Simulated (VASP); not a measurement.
Set up this calculation in VASP 6.6.1, as the native input.

```yaml
Task: single point
Functional: LDA
Potentials_or_basis: VASP PAW LDA potentials, release 64 (Si)
Cutoff: 520 eV
k_mesh: 10 × 10 × 8
Occupations: gaussian, width 0.15 eV
Spin: no spin polarisation
Dipole_correction: no
Further_INCAR_settings: ALGO = Normal; EDIFF = 1e-06; NBANDS = 26
```

The structure of Si lies in POSCAR:

```
Si
1.0
    4.6659405456     -2.4955740649      0.0000000000
    4.6659405456      2.4955740649      0.0000000000
    0.0000000000      0.0000000000      5.4608395773
Si
8
Direct
    0.5000000000      0.5000000000      0.7705063100
    0.5000000000      0.5000000000      0.2294936900
    1.0000000000      0.0000000000      0.2705063100
    0.0000000000      1.0000000000      0.7294936900
    0.7262158274      0.7262158274      0.5000000000
    0.2262158274      0.2262158274      0.0000000000
    0.2737841726      0.2737841726      0.5000000000
    0.7737841726      0.7737841726      0.0000000000
```

This cell differs from its parent crystal: strain +0.025 along x and y, +0.025 along z.

One way to write it, as run:

INCAR

```
SYSTEM = Si
  ALGO = Normal
  EDIFF = 1E-6
  ENCUT = 520
  GGA = CA
  ISIF = 2
  ISMEAR = 0
  LASPH = .TRUE.
  LCHARG = .TRUE.
  LELF = .TRUE.
  LREAL = .FALSE.
  LVHAR = .TRUE.
  LWAVE = .FALSE.
  NBANDS = 26
  NELM = 80
  PREC = Accurate
  SIGMA = 0.15
```

KPOINTS

```
k-points
0
G
  10 10 8
  0 0 0
```

Potentials or basis: VASP PAW LDA potentials, release 64 (Si).

Command:

```console
$ cat potpaw_LDA.64/Si/POTCAR > POTCAR
$ mpirun -np 1 vasp_std > vasp.out
```

It gave:

* Pressure: -7.4 GPa
* Largest force: 0.111 eV/Å
* Band gap on the k mesh: zero (bands 16 and 17 overlap by 3.18 eV)

Caveat: the cell differs from its parent crystal (strain +0.025 along x and y, +0.025 along z); the cell stands under tension.

Wall time 11 min on 1 thread of Intel Xeon 8259CL, on a shared host, peak memory 0.44 GiB.
